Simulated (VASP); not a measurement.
# Si8O15 (a cell with a defect) in VASP: single point with PBEsol

Aim: the single point of Si8O15 (a cell with a defect) with PBEsol.

Everything below comes from runs of VASP 6.6.1. Logs are shortened: lines on timing, memory, paths and dates and some standing lists are left out, and cuts for length are marked.

## 1. The cell of the first run

The cell holds a defect, 23 atoms: a = 6.758 Å, b = 6.082 Å, c = 6.500 Å, α = 64.87°, β = 54.57°, γ = 60.56°.

## 2. Single point, PBEsol

INCAR reads:

```
SYSTEM = Si8O15
ALGO = Normal
EDIFF = 1E-7
ENCUT = 520
GGA = PS
ISIF = 2
ISMEAR = 0
LASPH = .TRUE.
LCHARG = .FALSE.
LREAL = Auto
LWAVE = .FALSE.
NBANDS = 78
NELECT = 124.0
NELM = 60
PREC = Accurate
SIGMA = 0.02
```

KPOINTS reads:

```
k-points
0
G
  3 3 3
  0 0 0
```

POSCAR reads:

```
Si8O15
1.0
    0.0000000000      5.0462000000      4.4946000000
    4.0970000000      0.0000000000      4.4946000000
    4.0970000000      5.0462000000      0.0000000000
Si O
8 15
Direct
    0.2199967233      0.0211192826      0.9756207711
    0.2977313272      0.4573759126      0.0429038042
    0.7981352501      0.9574812675      0.0548921765
    0.1944334127      0.0509521611      0.4531796427
    0.6977670800      0.5537389495      0.4448253658
    0.7840073140      0.9230587207      0.5925114525
    0.3135278328      0.4346270641      0.5469826503
    0.7142942061      0.5638497889      0.9265815023
    0.4123712442      0.5225099465      0.1976743346
    0.2798805597      0.1524184213      0.5871544369
    0.3683236649      0.7192064824      0.5071176573
    0.4626252840      0.1178795440      0.1412071047
    0.0646933149      0.9807750249      0.3261966617
    0.2280386457      0.3823803015      0.8758959982
    0.1178742432      0.7784339933      0.9970175566
    0.0313799443      0.3850517738      0.3423394881
    0.9009022509      0.0183392834      0.7298252272
    0.7612014524      0.6591184871      0.1142400680
    0.8650522352      0.2196080238      0.0169653226
    0.5969507410      0.4954272236      0.7751353832
    0.7278278016      0.8458101195      0.3871496072
    0.6314839014      0.2861901964      0.4877351148
    1.0012513618      0.5862981420      0.6315990999
```

Potentials or basis: VASP PAW PBE potentials, release 64 (Si, O).

Launch:

```console
$ cat potpaw_PBE.64/Si/POTCAR potpaw_PBE.64/O/POTCAR > POTCAR
$ mpirun -np 1 vasp_std > vasp.out
```

OUTCAR:

```text
SYSTEM = Si8O15
   EDIFF = 1E-7
   ENCUT = 520
   GGA = PS
   ISIF = 2
   ISMEAR = 0
   LASPH = .TRUE.
   LREAL = Auto
   NELECT = 124.0
   NELM = 60
   PREC = Accurate

 ion  position               nearest neighbor table
   1  0.220  0.021  0.976-  13 1.83  15 1.84  19 1.99  14 2.03  10 2.14   3 2.78   7 2.84   6 3.02
                             8 3.06   2 3.07   4 3.09
   2  0.298  0.457  0.043-  14 1.68  15 1.72  20 1.79  16 1.79   9 1.82  12 1.83   4 2.77   8 2.80
                             1 3.07
   3  0.798  0.957  0.055-  17 1.72  19 1.75  15 1.76  12 1.80  21 1.80  18 1.80   5 2.70   1 2.78

   4  0.194  0.051  0.453-  10 1.69  11 1.77  13 1.77  17 1.78  12 1.82  16 1.83   2 2.77   6 2.78
                             1 3.09
   5  0.698  0.554  0.445-  21 1.74  20 1.76  22 1.76  16 1.77  11 1.80  18 1.80   7 2.67   3 2.70

   6  0.784  0.923  0.593-  13 1.75  21 1.86  23 1.86  17 1.86  22 1.92   8 2.35   4 2.78   1 3.02

   7  0.314  0.435  0.547-  23 1.67  10 1.73  22 1.73  14 1.78  11 1.83   9 1.86   5 2.67   1 2.84

   8  0.714  0.564  0.927-  18 1.78  23 1.78   9 1.81  19 1.82  20 1.83   6 2.35   2 2.80   1 3.06

   9  0.412  0.523  0.198-   8 1.81   2 1.82   7 1.86
  10  0.280  0.152  0.587-   4 1.69   7 1.73   1 2.14
  11  0.368  0.719  0.507-   4 1.77   5 1.80   7 1.83
  12  0.463  0.118  0.141-   3 1.80   4 1.82   2 1.83
  13  0.065  0.981  0.326-   6 1.75   4 1.77   1 1.83
  14  0.228  0.382  0.876-   2 1.68   7 1.78   1 2.03
  15  0.118  0.778  0.997-   2 1.72   3 1.76   1 1.84
  16  0.031  0.385  0.342-   5 1.77   2 1.79   4 1.83
  17  0.901  0.018  0.730-   3 1.72   4 1.78   6 1.86
  18  0.761  0.659  0.114-   8 1.78   3 1.80   5 1.80
  19  0.865  0.220  0.017-   3 1.75   8 1.82   1 1.99
  20  0.597  0.495  0.775-   5 1.76   2 1.79   8 1.83
  21  0.728  0.846  0.387-   5 1.74   3 1.80   6 1.86
  22  0.631  0.286  0.488-   7 1.73   5 1.76   6 1.92
  23  0.001  0.586  0.632-   7 1.67   8 1.78   6 1.86

  LATTYP: Found a face centered orthorhombic cell.
 ALAT       =     8.1940000000
 B/A-ratio  =     1.0970466195
 C/A-ratio  =     1.2316817183

  Lattice vectors:

 A1 = (   0.0000000000,   5.0462000000,  -4.4946000000)
 A2 = (   4.0970000000,   5.0462000000,   0.0000000000)
 A3 = (   4.0970000000,   0.0000000000,  -4.4946000000)

Analysis of symmetry for initial positions (statically):
=====================================================================
 Subroutine PRICEL returns:
 Original cell was already a primitive cell.

 Routine SETGRP: Setting up the symmetry group for a
 face centered orthorhombic supercell.

 Subroutine GETGRP returns: Found  1 space group operations
 (whereof  1 operations were pure point group operations)
 out of a pool of  8 trial point group operations.

The static configuration has the point symmetry C_1 .

Analysis of symmetry for dynamics (positions and initial velocities):
=====================================================================
 Subroutine PRICEL returns:
 Original cell was already a primitive cell.

 Routine SETGRP: Setting up the symmetry group for a
 face centered orthorhombic supercell.

 Subroutine GETGRP returns: Found  1 space group operations
 (whereof  1 operations were pure point group operations)
 out of a pool of  8 trial point group operations.

The dynamic configuration has the point symmetry C_1 .

 Subroutine INISYM returns: Found  1 space group operations
 (whereof  1 operations are pure point group operations),
 and found     1 'primitive' translations

----------------------------------------------------------------------------------------

                                     Primitive cell

  volume of cell :     185.8453

  direct lattice vectors                    reciprocal lattice vectors
     0.000000000  5.046200000  4.494600000    -0.122040517  0.099084460  0.111244605
     4.097000000  0.000000000  4.494600000     0.122040517 -0.099084460  0.111244605
     4.097000000  5.046200000  0.000000000     0.122040517  0.099084460 -0.111244605

  length of vectors
     6.757630028  6.081680537  6.499964880     0.192579802  0.192579802  0.192579802

  position of ions in fractional coordinates (direct lattice)
     0.219996723  0.021119283  0.975620771
     0.297731327  0.457375913  0.042903804
     0.798135250  0.957481268  0.054892176
     0.194433413  0.050952161  0.453179643
     0.697767080  0.553738950  0.444825366
     0.784007314  0.923058721  0.592511452
[... 15 lines left out ...]
     0.631483901  0.286190196  0.487735115
     0.001251362  0.586298142  0.631599100

  ion indices of the primitive-cell ions
   primitive index   ion index
                 1           1
                 2           2
                 3           3
                 4           4
                 5           5
                 6           6
[... 15 lines left out ...]
                22          22
                23          23

----------------------------------------------------------------------------------------

 KPOINTS: k-points

Automatic generation of k-mesh.
 Grid dimensions read from file:
 generate k-points for:    3    3    3

 Generating k-lattice:

  Cartesian coordinates                     Fractional coordinates (reciprocal lattice)
    -0.040680172  0.033028153  0.037081535     0.333333333  0.000000000  0.000000000
     0.040680172 -0.033028153  0.037081535     0.000000000  0.333333333  0.000000000
     0.040680172  0.033028153 -0.037081535     0.000000000  0.000000000  0.333333333

  Length of vectors
     0.064193267  0.064193267  0.064193267

  Shift w.r.t. Gamma in fractional coordinates (k-lattice)
     0.000000000  0.000000000  0.000000000

 Subroutine IBZKPT returns following result:
 ===========================================

 Found     14 irreducible k-points:

 Following reciprocal coordinates:
            Coordinates               Weight
  0.000000  0.000000  0.000000      1.000000
  0.333333  0.000000  0.000000      2.000000
 -0.333333 -0.333333 -0.333333      2.000000
  0.000000  0.333333  0.000000      2.000000
  0.000000  0.000000  0.333333      2.000000
  0.333333  0.333333  0.000000      2.000000
 -0.333333  0.333333  0.000000      2.000000
  0.333333  0.333333 -0.333333      2.000000
  0.333333  0.000000  0.333333      2.000000
 -0.333333  0.000000  0.333333      2.000000
  0.333333 -0.333333  0.333333      2.000000
  0.000000  0.333333  0.333333      2.000000
 -0.333333  0.333333  0.333333      2.000000
  0.000000  0.333333 -0.333333      2.000000
   k-points           NKPTS =     14   k-points in BZ     NKDIM =     14   number of bands    NBANDS=     78
   number of dos      NEDOS =    301   number of ions     NIONS =     23
   total plane-waves  NPLWV = 115200
   dimension x,y,z NGX =    50 NGY =   48 NGZ =   48
   dimension x,y,z NGXF=   100 NGYF=   96 NGZF=   96
   ions per type =               8  15
   NGX,Y,Z   is equivalent  to a cutoff of  12.30, 13.12, 12.28 a.u.
   NGXF,Y,Z  is equivalent  to a cutoff of  24.60, 26.24, 24.55 a.u.
 SYSTEM =  Si8O15
   PREC   = accura    normal or accurate (medium, high low for compatibility)
   ISTART =      0    job   : 0-new  1-cont  2-samecut
   ICHARG =      2    charge: 1-file 2-atom 10-const
   ISPIN  =      1    spin polarized calculation?
   LNONCOLLINEAR =      F non collinear calculations
   LSORBIT =      F    spin-orbit coupling
   LASPH  =      T    aspherical Exc in radial PAW
   ENCUT  =  520.0 eV  38.22 Ry    6.18 a.u.  12.56 11.31 12.09*2*pi/ulx,y,z
   NELM   =     60;   NELMIN=  2; NELMDL= -5     # of ELM steps
   EDIFF  = 0.1E-06   stopping-criterion for ELM
   LREAL  =      T    real-space projection
   EDIFFG = 0.1E-05   stopping-criterion for IOM
   NSW    =      0    number of steps for IOM
   IBRION =     -1    ionic relax: 0-MD 1-quasi-New 2-CG
   NFREE  =      0    steps in history (QN), initial steepest desc. (CG)
   ISIF   =      2    stress and relaxation
   ISYM   =      2    0-nonsym 1-usesym 2-fastsym
   POTIM  = 0.5000    time-step for ionic-motion
   TEBEG  =    0.0;   TEEND  =   0.0 temperature during run
   PSTRESS=    0.0 pullay stress
   NELECT =     124.0000    total number of electrons
   NUPDOWN=      -1.0000    fix difference up-down
   EMIN   =  10.00;   EMAX   =-10.00  energy-range for DOS
   EFERMI =   0.00;   METHOD = LEGACY
   ISMEAR =     0;   SIGMA  =   0.02  broadening in eV -4-tet -1-fermi 0-gaus
   EFERMI_NEDOS =   21; number of points for ismear=-14 and -15
   IALGO  =     38    algorithm
   IMIX   =      4    mixing-type and parameters
     AMIX     =   0.40;   BMIX     =  1.00
     AMIX_MAG =   1.60;   BMIX_MAG =  1.00
  volume/ion in A,a.u.               =       8.08        54.53
  Fermi-wavevector in a.u.,A,eV,Ry     =   1.430534  2.703318 27.843344  2.046428
  Thomas-Fermi vector in A             =   2.550369
   LORBIT       =      0    0 simple, 1 ext, 2 COOP (PROOUT), +10 PAW based schemes
   GGA     = PS    functional components
   LHFCALC =     F    Hartree Fock is set to
   AEXX    =    0.0000 exact exchange contribution
   IVDW    =     0    specifies the selected vdW correction
   LEPSILON=     F    determine dielectric tensor
   LRPA    =     F    only Hartree local field effects (RPA)
 non-spin polarized calculation
 Gauss-broadening in eV      SIGMA  =   0.02
  energy-cutoff  :      520.00
  volume of cell :      185.85
 maximum number of plane-waves:      5017
 NGX is ok and might be reduce to    50
   NGX = 25   NGY = 23   NGZ = 25

 number of electron     124.0000002 magnetization

 Free energy of the ion-electron system (eV)
  ---------------------------------------------------
  ext. energy  EPLUGINS =         0.00000000
  ---------------------------------------------------
  free energy    TOTEN  =      -158.92315427 eV

  energy without entropy =     -158.92315427  energy(sigma->0) =     -158.92315427

 E-fermi :  11.8370     XC(G=0): -12.5061

 val. band max:       11.7283293072   @ k =  -0.3333  -0.3333  -0.3333
 cond. band min:      13.1580399524   @ k =   0.0000   0.0000   0.3333
 fundamental gap:      1.4297106453
 Fermi energy:        11.8370085340

 k-point     1 :       0.0000    0.0000    0.0000
  band No.  band energies     occupation
      1     -14.4831      2.00000
      2     -12.2234      2.00000
      3     -12.1769      2.00000
      4     -12.0643      2.00000
      5     -11.7910      2.00000
      6     -11.4301      2.00000
[... 66 lines left out ...]
     73      17.6963      0.00000
     74      17.7715      0.00000

 k-point     2 :       0.3333    0.0000    0.0000
  band No.  band energies     occupation
      1     -14.1163      2.00000
      2     -13.1138      2.00000
      3     -12.3420      2.00000
      4     -12.2731      2.00000
      5     -11.8448      2.00000
      6     -11.4348      2.00000
[... 66 lines left out ...]
     73      17.4905      0.00000
     74      17.7639      0.00000

 k-point     3 :      -0.3333   -0.3333   -0.3333
  band No.  band energies     occupation
      1     -14.1681      2.00000
      2     -12.9559      2.00000
      3     -12.4197      2.00000
      4     -12.1724      2.00000
      5     -11.8301      2.00000
      6     -11.5644      2.00000
[... 836 lines left out ...]
     73      17.4569      0.00000
     74      17.6754      0.00000

 k-point    14 :       0.0000    0.3333   -0.3333
  band No.  band energies     occupation
      1     -13.6840      2.00000
      2     -13.1537      2.00000
      3     -13.0371      2.00000
      4     -12.3695      2.00000
      5     -12.0903      2.00000
      6     -11.5252      2.00000
[... 66 lines left out ...]
     73      17.3556      0.00000
     74      17.6112      0.00000
 [bands above 74 left out]

------------------------ aborting loop because EDIFF is reached ----------------------------------------

  FORCE on cell =-STRESS in cart. coord.  units (eV):
  Direction    XX          YY          ZZ          XY          YZ          ZX
  --------------------------------------------------------------------------------------
  -------------------------------------------------------------------------------------
  Total       43.9035668     39.4493311     36.8380892     -1.7985486      2.7345955     -4.2015913
  in kB      378.4939310    340.0938356    317.5822425    -15.5053399     23.5750273    -36.2220411
  external PRESSURE =     345.3900030 kB  Pullay stress =       0.0000000 kB

 VOLUME and BASIS-vectors are now :
 -----------------------------------------------------------------------------
  energy-cutoff  :      520.00
  volume of cell :      185.85
      direct lattice vectors                 reciprocal lattice vectors
     0.000000000  5.046200000  4.494600000    -0.122040517  0.099084460  0.111244605
     4.097000000  0.000000000  4.494600000     0.122040517 -0.099084460  0.111244605
     4.097000000  5.046200000  0.000000000     0.122040517  0.099084460 -0.111244605

 POSITION                                       TOTAL-FORCE (eV/Angst)
 -----------------------------------------------------------------------------------
      4.08364      6.03333      1.08372        -0.003857      0.019543      0.004041
      2.04965      1.71891      3.39391         0.014466      0.009387      0.012783
      4.14769      4.30455      7.89079         0.004492     -0.021609     -0.001958
      2.06543      3.26799      1.10291        -0.015633     -0.005955     -0.027116
      4.09112      5.76575      5.62502        -0.021584      0.044863      0.005884
      6.20929      6.94619      7.67258         0.026073     -0.050126     -0.034698
[... 15 lines left out ...]
      3.17077      5.64780      4.12458        -0.020275      0.025143     -0.006524
      4.98973      3.19349      2.64080         0.004043     -0.008392     -0.007721
 -----------------------------------------------------------------------------------
    total drift:                                0.002561      0.003955     -0.008998

  FREE ENERGIE OF THE ION-ELECTRON SYSTEM (eV)
  ---------------------------------------------------
  free  energy   TOTEN  =      -158.9231542733 eV

  energy  without entropy=     -158.9231542733  energy(sigma->0) =     -158.92315427
```

Wall time 3.8 min (1 thread of Intel Xeon Platinum 8488C (Sapphire Rapids), shared host); peak memory 0.38 GiB.

Results:

* Free energy: -158.9232 eV
* Largest force: 0.066 eV/Å

Forces in eV/Å, atoms in the order of the input:
```
Si  -0.004  0.020  0.004
Si   0.014  0.009  0.013
Si   0.004 -0.022 -0.002
Si  -0.016 -0.006 -0.027
Si  -0.022  0.045  0.006
Si   0.026 -0.050 -0.035
Si  -0.014 -0.019 -0.005
Si   0.010  0.000  0.005
O    0.011  0.019 -0.013
O    0.032  0.031  0.017
O   -0.007 -0.004 -0.009
O   -0.013  0.003  0.003
O   -0.031 -0.023  0.034
O   -0.027 -0.039 -0.012
O    0.021 -0.012  0.015
O    0.013 -0.008 -0.018
O   -0.001  0.001  0.002
O    0.006  0.007 -0.015
O    0.000  0.018  0.037
O    0.001  0.006 -0.004
O    0.009  0.008  0.019
O   -0.020  0.025 -0.007
O    0.004 -0.008 -0.008
```

Caveat: the cell carries a net charge on a neutralising background, which shifts energy and pressure; the cell is charged against a uniform background, so pressure and absolute levels hang on convention; the PAW data sets were made with another functional, which shifts forces and pressure a little.
